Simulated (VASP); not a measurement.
# Sn3GeO4 (P4mm) in VASP: single point with PBE

Aim: the single point of Sn3GeO4 with PBE.

Program: VASP 6.6.1. These are calculated values, not measurements. Logs are shortened: lines on timing, memory, paths and dates and some standing lists are left out, and cuts for length are marked.

### 1 The cell of the first run

The structure is tetragonal, space group P4mm (No. 99). The conventional cell has a = 5.382 Å, b = 5.382 Å, c = 4.967 Å, α = 90.00°, β = 90.00°, γ = 90.00°. Within 3.0 Å of Sn (site symmetry 4mm) lie 4 O at 2.27 Å. Sn (site symmetry 2mm) has 4 O at 2.24 Å within 3.0 Å. Within 2.8 Å of Ge (site symmetry 4mm) lie 4 O at 2.11 Å. Within 2.8 Å of O (site symmetry m) lie 1 Ge at 2.11 Å and 3 Sn at 2.24 to 2.27 Å and 4 O at 2.64 to 2.74 Å.

### 2 Single point, PBE

File INCAR:

```
SYSTEM = Sn3GeO4
  PREC = Accurate
  ENCUT = 520
  EDIFF = 1E-6
  ISMEAR = 0
  SIGMA = 0.02
  LREAL = .False.
  LASPH = .True.
  NELM = 100
  ALGO = Normal
  ISIF = 2
  LWAVE = .False.
  LCHARG = .False.
  GGA = PE
  NBANDS = 50
```

File KPOINTS:

```
Automatic mesh
0
Gamma
  6 6 6
  0 0 0
```

File POSCAR:

```
Sn3GeO4
1.0
    5.3818903536      0.0000000000      0.0000000000
    0.0000000000      5.3818903536      0.0000000000
    0.0000000000      0.0000000000      4.9670599040
Sn Ge O
3 1 4
Direct
    0.0000000000      0.0000000000      0.2432234915
    0.0000000000      0.5000000000      0.7669393886
    0.5000000000      0.0000000000      0.7669393886
    0.5000000000      0.5000000000      0.2014175734
    0.7453349546      0.2546650454      0.0053700395
    0.2546650454      0.7453349546      0.0053700395
    0.7453349546      0.7453349546      0.0053700395
    0.2546650454      0.2546650454      0.0053700395
```

Potentials or basis: VASP PAW PBE potentials, release 64 (Sn_d, Ge_d, O).

Run with:

```sh
> cat potpaw_PBE.64/Sn_d/POTCAR potpaw_PBE.64/Ge_d/POTCAR potpaw_PBE.64/O/POTCAR > POTCAR
> mpirun -np 1 vasp_std > vasp.out
```

OUTCAR:

```text
SYSTEM = Sn3GeO4
   PREC = Accurate
   ENCUT = 520
   EDIFF = 1E-6
   ISMEAR = 0
   LREAL = .False.
   LASPH = .True.
   NELM = 100
   ISIF = 2
   GGA = PE

 ion  position               nearest neighbor table
   1  0.000  0.000  0.243-   5 2.27   6 2.27   7 2.27   8 2.27   2 3.58   3 3.58   2 3.58   3 3.58
                             2 3.74   2 3.74   3 3.74   3 3.74
   2  0.000  0.500  0.767-   5 2.24   6 2.24   7 2.24   8 2.24   1 3.58   1 3.58   1 3.74   1 3.74

   3  0.500  0.000  0.767-   5 2.24   6 2.24   7 2.24   8 2.24   1 3.58   1 3.58   1 3.74   1 3.74

   4  0.500  0.500  0.201-   5 2.11   6 2.11   7 2.11   8 2.11
   5  0.745  0.255  0.005-   4 2.11   3 2.24   2 2.24   1 2.27
   6  0.255  0.745  0.005-   4 2.11   3 2.24   2 2.24   1 2.27
   7  0.745  0.745  0.005-   4 2.11   3 2.24   2 2.24   1 2.27
   8  0.255  0.255  0.005-   4 2.11   3 2.24   2 2.24   1 2.27

  LATTYP: Found a simple tetragonal cell.
 ALAT       =     5.3818903536
 C/A-ratio  =     0.9229210515

  Lattice vectors:

 A1 = (   5.3818903536,   0.0000000000,   0.0000000000)
 A2 = (   0.0000000000,   5.3818903536,   0.0000000000)
 A3 = (   0.0000000000,   0.0000000000,   4.9670599040)

Analysis of symmetry for initial positions (statically):
=====================================================================
 Subroutine PRICEL returns:
 Original cell was already a primitive cell.

 Routine SETGRP: Setting up the symmetry group for a
 simple tetragonal supercell.

 Subroutine GETGRP returns: Found  8 space group operations
 (whereof  8 operations were pure point group operations)
 out of a pool of 16 trial point group operations.

The static configuration has the point symmetry C_4v.

Analysis of symmetry for dynamics (positions and initial velocities):
=====================================================================
 Subroutine PRICEL returns:
 Original cell was already a primitive cell.

 Routine SETGRP: Setting up the symmetry group for a
 simple tetragonal supercell.

 Subroutine GETGRP returns: Found  8 space group operations
 (whereof  8 operations were pure point group operations)
 out of a pool of 16 trial point group operations.

The dynamic configuration has the point symmetry C_4v.

 Subroutine INISYM returns: Found  8 space group operations
 (whereof  8 operations are pure point group operations),
 and found     1 'primitive' translations

----------------------------------------------------------------------------------------

                                     Primitive cell

  volume of cell :     143.8696

  direct lattice vectors                    reciprocal lattice vectors
     5.381890354  0.000000000  0.000000000     0.185808319  0.000000000  0.000000000
     0.000000000  5.381890354  0.000000000     0.000000000  0.185808319  0.000000000
     0.000000000  0.000000000  4.967059904     0.000000000  0.000000000  0.201326342

  length of vectors
     5.381890354  5.381890354  4.967059904     0.185808319  0.185808319  0.201326342

  position of ions in fractional coordinates (direct lattice)
     0.000000000  0.000000000  0.243223491
     0.000000000  0.500000000  0.766939389
     0.500000000  0.000000000  0.766939389
     0.500000000  0.500000000  0.201417573
     0.745334955  0.254665045  0.005370040
     0.254665045  0.745334955  0.005370040
     0.745334955  0.745334955  0.005370040
     0.254665045  0.254665045  0.005370040

  ion indices of the primitive-cell ions
   primitive index   ion index
                 1           1
                 2           2
                 3           3
                 4           4
                 5           5
                 6           6
                 7           7
                 8           8

----------------------------------------------------------------------------------------

 KPOINTS: Automatic mesh

Automatic generation of k-mesh.
 Grid dimensions read from file:
 generate k-points for:    6    6    6

 Generating k-lattice:

  Cartesian coordinates                     Fractional coordinates (reciprocal lattice)
     0.030968053  0.000000000  0.000000000     0.166666667  0.000000000  0.000000000
     0.000000000  0.030968053  0.000000000     0.000000000  0.166666667  0.000000000
     0.000000000  0.000000000  0.033554390     0.000000000  0.000000000  0.166666667

  Length of vectors
     0.030968053  0.030968053  0.033554390

  Shift w.r.t. Gamma in fractional coordinates (k-lattice)
     0.000000000  0.000000000  0.000000000

 Subroutine IBZKPT returns following result:
 ===========================================

 Found     40 irreducible k-points:

 Following reciprocal coordinates:
            Coordinates               Weight
  0.000000  0.000000  0.000000      1.000000
  0.166667  0.000000  0.000000      4.000000
  0.333333  0.000000  0.000000      4.000000
  0.500000  0.000000  0.000000      2.000000
  0.166667  0.166667  0.000000      4.000000
  0.333333  0.166667  0.000000      8.000000
[... 16 lines left out ...]
  0.333333  0.000000  0.333333      8.000000
  0.500000  0.000000  0.333333      4.000000
 [... further k-points ...]
   k-points           NKPTS =     40   k-points in BZ     NKDIM =     40   number of bands    NBANDS=     50
   number of dos      NEDOS =    301   number of ions     NIONS =      8
   total plane-waves  NPLWV =  64000
   dimension x,y,z NGX =    40 NGY =   40 NGZ =   40
   dimension x,y,z NGXF=    80 NGYF=   80 NGZF=   80
   ions per type =               3   1   4
   NGX,Y,Z   is equivalent  to a cutoff of  12.36, 12.36, 13.39 a.u.
   NGXF,Y,Z  is equivalent  to a cutoff of  24.71, 24.71, 26.78 a.u.
 SYSTEM =  Sn3GeO4
   PREC   = accura    normal or accurate (medium, high low for compatibility)
   ISTART =      0    job   : 0-new  1-cont  2-samecut
   ICHARG =      2    charge: 1-file 2-atom 10-const
   ISPIN  =      1    spin polarized calculation?
   LNONCOLLINEAR =      F non collinear calculations
   LSORBIT =      F    spin-orbit coupling
   LASPH  =      T    aspherical Exc in radial PAW
   ENCUT  =  520.0 eV  38.22 Ry    6.18 a.u.  10.01 10.01  9.24*2*pi/ulx,y,z
   NELM   =    100;   NELMIN=  2; NELMDL= -5     # of ELM steps
   EDIFF  = 0.1E-05   stopping-criterion for ELM
   LREAL  =      F    real-space projection
   EDIFFG = 0.1E-04   stopping-criterion for IOM
   NSW    =      0    number of steps for IOM
   IBRION =     -1    ionic relax: 0-MD 1-quasi-New 2-CG
   NFREE  =      0    steps in history (QN), initial steepest desc. (CG)
   ISIF   =      2    stress and relaxation
   ISYM   =      2    0-nonsym 1-usesym 2-fastsym
   POTIM  = 0.5000    time-step for ionic-motion
   TEBEG  =    0.0;   TEEND  =   0.0 temperature during run
   PSTRESS=    0.0 pullay stress
   NELECT =      80.0000    total number of electrons
   NUPDOWN=      -1.0000    fix difference up-down
   EMIN   =  10.00;   EMAX   =-10.00  energy-range for DOS
   EFERMI =   0.00;   METHOD = LEGACY
   ISMEAR =     0;   SIGMA  =   0.02  broadening in eV -4-tet -1-fermi 0-gaus
   EFERMI_NEDOS =   21; number of points for ismear=-14 and -15
   IALGO  =     38    algorithm
   IMIX   =      4    mixing-type and parameters
     AMIX     =   0.40;   BMIX     =  1.00
     AMIX_MAG =   1.60;   BMIX_MAG =  1.00
  volume/ion in A,a.u.               =      17.98       121.36
  Fermi-wavevector in a.u.,A,eV,Ry     =   1.346217  2.543982 24.657848  1.812301
  Thomas-Fermi vector in A             =   2.474067
   LORBIT       =      0    0 simple, 1 ext, 2 COOP (PROOUT), +10 PAW based schemes
   GGA     = PE    functional components
   LHFCALC =     F    Hartree Fock is set to
   AEXX    =    0.0000 exact exchange contribution
   IVDW    =     0    specifies the selected vdW correction
   LEPSILON=     F    determine dielectric tensor
   LRPA    =     F    only Hartree local field effects (RPA)
 non-spin polarized calculation
 Gauss-broadening in eV      SIGMA  =   0.02
  energy-cutoff  :      520.00
  volume of cell :      143.87
 maximum number of plane-waves:      3936
   NGX = 21   NGY = 21   NGZ = 19

 number of electron      80.0000033 magnetization

 Free energy of the ion-electron system (eV)
  ---------------------------------------------------
  ext. energy  EPLUGINS =         0.00000000
  ---------------------------------------------------
  free energy    TOTEN  =       -45.65617731 eV

  energy without entropy =      -45.65617731  energy(sigma->0) =      -45.65617731

 E-fermi :   5.8388     XC(G=0):  -9.9232

 val. band max:        5.7014495824   @ k =   0.1667   0.0000   0.0000
 cond. band min:       6.4298796856   @ k =   0.0000   0.0000   0.0000
 fundamental gap:      0.7284301032
 Fermi energy:         5.8387581920

 k-point     1 :       0.0000    0.0000    0.0000
  band No.  band energies     occupation
      1     -18.8746      2.00000
      2     -18.8340      2.00000
      3     -18.8293      2.00000
      4     -18.8293      2.00000
      5     -18.7922      2.00000
      6     -15.8404      2.00000
[... 42 lines left out ...]
     49      11.3619      0.00000
     50      11.3619      0.00000

 k-point     2 :       0.1667    0.0000    0.0000
  band No.  band energies     occupation
      1     -18.8747      2.00000
      2     -18.8340      2.00000
      3     -18.8294      2.00000
      4     -18.8293      2.00000
      5     -18.7921      2.00000
      6     -15.8365      2.00000
[... 42 lines left out ...]
     49      11.0553      0.00000
     50      11.5000      0.00000

 k-point     3 :       0.3333    0.0000    0.0000
  band No.  band energies     occupation
      1     -18.8749      2.00000
      2     -18.8339      2.00000
      3     -18.8295      2.00000
      4     -18.8292      2.00000
      5     -18.7920      2.00000
      6     -15.8273      2.00000
[... 42 lines left out ...]
     49      11.2715      0.00000
     50      11.8476      0.00000

 k-point     4 :       0.5000    0.0000    0.0000
  band No.  band energies     occupation
      1     -18.8750      2.00000
      2     -18.8339      2.00000
      3     -18.8295      2.00000
      4     -18.8291      2.00000
      5     -18.7920      2.00000
      6     -15.8212      2.00000
[... 999 lines left out ...]
 k-point    23 :       0.3333    0.0000    0.3333
  band No.  band energies     occupation
      1     -18.8748      2.00000
      2     -18.8339      2.00000
      3     -18.8296      2.00000
      4     -18.8292      2.00000
      5     -18.7918      2.00000
      6     -15.8246      2.00000
[... 42 lines left out ...]
     49      11.4821      0.00000
     50      12.3912      0.00000

 k-point    24 :       0.5000    0.0000    0.3333
  band No.  band energies     occupation
      1     -18.8749      2.00000
      2     -18.8339      2.00000
      3     -18.8297      2.00000
      4     -18.8291      2.00000
      5     -18.7918      2.00000
      6     -15.8209      2.00000
[... 42 lines left out ...]
     49      11.8165      0.00000
     50      11.8397      0.00000

 [... further k-points ...]

------------------------ aborting loop because EDIFF is reached ----------------------------------------

  FORCE on cell =-STRESS in cart. coord.  units (eV):
  Direction    XX          YY          ZZ          XY          YZ          ZX
  --------------------------------------------------------------------------------------
  -------------------------------------------------------------------------------------
  Total        0.1917713      0.1917713      0.2111706      0.0000000      0.0000000      0.0000000
  in kB        2.1356260      2.1356260      2.3516625      0.0000000      0.0000000      0.0000000
  external PRESSURE =       2.2076382 kB  Pullay stress =       0.0000000 kB

 VOLUME and BASIS-vectors are now :
 -----------------------------------------------------------------------------
  energy-cutoff  :      520.00
  volume of cell :      143.87
      direct lattice vectors                 reciprocal lattice vectors
     5.381890354  0.000000000  0.000000000     0.185808319  0.000000000  0.000000000
     0.000000000  5.381890354  0.000000000     0.000000000  0.185808319  0.000000000
     0.000000000  0.000000000  4.967059904     0.000000000  0.000000000  0.201326342

 POSITION                                       TOTAL-FORCE (eV/Angst)
 -----------------------------------------------------------------------------------
      0.00000      0.00000      1.20811         0.000000      0.000000      0.068850
      0.00000      2.69095      3.80943         0.000000      0.000000     -0.075861
      2.69095      0.00000      3.80943         0.000000      0.000000     -0.075861
      2.69095      2.69095      1.00045         0.000000      0.000000      0.071978
      4.01131      1.37058      0.02667         0.004809     -0.004809      0.002723
      1.37058      4.01131      0.02667        -0.004809      0.004809      0.002723
      4.01131      4.01131      0.02667         0.004809      0.004809      0.002723
      1.37058      1.37058      0.02667        -0.004809     -0.004809      0.002723
 -----------------------------------------------------------------------------------
    total drift:                               -0.000000     -0.000000      0.001358

  FREE ENERGIE OF THE ION-ELECTRON SYSTEM (eV)
  ---------------------------------------------------
  free  energy   TOTEN  =       -45.6561773069 eV

  energy  without entropy=      -45.6561773069  energy(sigma->0) =      -45.65617731
```

It took 4 min on 1 thread of Intel Xeon Platinum 8375C at 2.90GHz (Ice Lake), shared host; peak memory 0.4 GiB.

What came out:

* Free energy: -45.6562 eV
* Pressure: 0.2 GPa
* Largest force: 0.076 eV/Å
* Band gap on the k mesh: 0.73 eV (least direct gap 0.77 eV)

Forces in eV/Å, atoms in the order of the input:
```
Sn   0.000  0.000  0.069
Sn   0.000  0.000 -0.076
Sn   0.000  0.000 -0.076
Ge   0.000  0.000  0.072
O    0.005 -0.005  0.003
O   -0.005  0.005  0.003
O    0.005  0.005  0.003
O   -0.005 -0.005  0.003
```

Caveat: spin-orbit coupling is left out, which moves the levels of the heavy elements. A k mesh can miss the band edges.
